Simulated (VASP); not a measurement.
Crystal: MgCd2S3.

```
Mg Cd S
1.0
     3.79633    0.00000    0.00000
     0.00000    3.79633    0.00000
     0.00000    0.00000    8.43320
Mg Cd S
1 2 3
Direct
  0.50000 0.50000 0.00000
  0.50000 0.00000 0.73987
  0.00000 0.50000 0.26013
  0.50000 0.00000 0.38354
  0.00000 0.50000 0.61646
  0.00000 0.00000 0.00000
```

The cell was generated, and may not be a known phase.

| Item | Value |
| --- | --- |
| Program | VASP 6.6.1 |
| Task | relaxation of cell and atoms |
| Functional | PBE |
| Potentials or basis | VASP PAW PBE potentials, release 64 (Mg, Cd, S) |
| Cutoff | 600 eV |
| k mesh | 4 × 4 × 2 |
| Occupations | gaussian, width 0.1 eV |
| Spin | no spin polarisation |

At the start: pressure -1.0 GPa; volume 20.26 Å³/atom.

How do energy, volume and symmetry change on relaxing?

Over 27 steps the energy falls by 427.3 meV/atom and the volume is 23.99 Å³/atom (+18.4 %); space group P-4m2 (No. 115, to 0.1 Å) before and after.

The path:
```
step  energy change (eV)  largest force (eV/Å)  pressure (GPa)  volume (Å³)
   1              0.0000                2.3103           -0.97       121.54
   2             -0.7640                1.7897            0.27       119.34
   3             -1.5373                0.9025            5.00       115.43
   4             -0.4621                0.2275           24.54       107.07
   5             -1.6237                0.5263            8.77       113.47
   6             -2.0176                0.4934            3.57       121.55
   7             -2.1685                0.4456           -2.57       135.81
   8             -2.1844                0.4575           -1.37       132.35
   9             -2.2241                0.4307           -1.04       132.55
  10             -2.3100                0.3644            0.02       133.07
  11             -2.3456                0.4162            1.92       133.89
  12             -2.3546                0.3755            1.37       133.66
  13             -2.3870                0.4363            0.69       135.27
  14             -2.4209                0.5765           -0.67       138.60
  15             -2.4474                0.5407           -0.49       138.13
  16             -2.4973                0.3502            0.24       136.70
  17             -2.4989                0.2447            0.61       136.22
  18             -2.4995                0.2875            0.47       136.40
  19             -2.5107                0.2696            0.11       137.51
  20             -2.5246                0.2117           -0.84       140.77
  21             -2.5308                0.1794           -0.71       140.83
  22             -2.5451                0.1254           -0.31       141.00
  23             -2.5547                0.1194            0.50       141.33
  24             -2.5549                0.1188            0.40       141.29
  25             -2.5591                0.0734            0.27       142.01
  26             -2.5635                0.0494           -0.10       144.14
  27             -2.5636                0.0375           -0.07       143.92
```

Final structure:
```yaml
crystal:
  lattice:
    - [3.70128, 0.00000, 0.00000]
    - [0.00000, 3.70128, 0.00000]
    - [0.00000, 0.00000, 10.50518]
  atoms:
    - { symbol: Mg, position: [0.50000, 0.50000, 0.00000] }
    - { symbol: Cd, position: [0.50000, 0.00000, 0.61400] }
    - { symbol: Cd, position: [0.00000, 0.50000, 0.38600] }
    - { symbol: S, position: [0.50000, 0.00000, 0.35377] }
    - { symbol: S, position: [0.00000, 0.50000, 0.64623] }
    - { symbol: S, position: [0.00000, 0.00000, 0.00000] }
```

Caveat: the volume moved by over 15 % at a fixed basis, so the end points are rough.
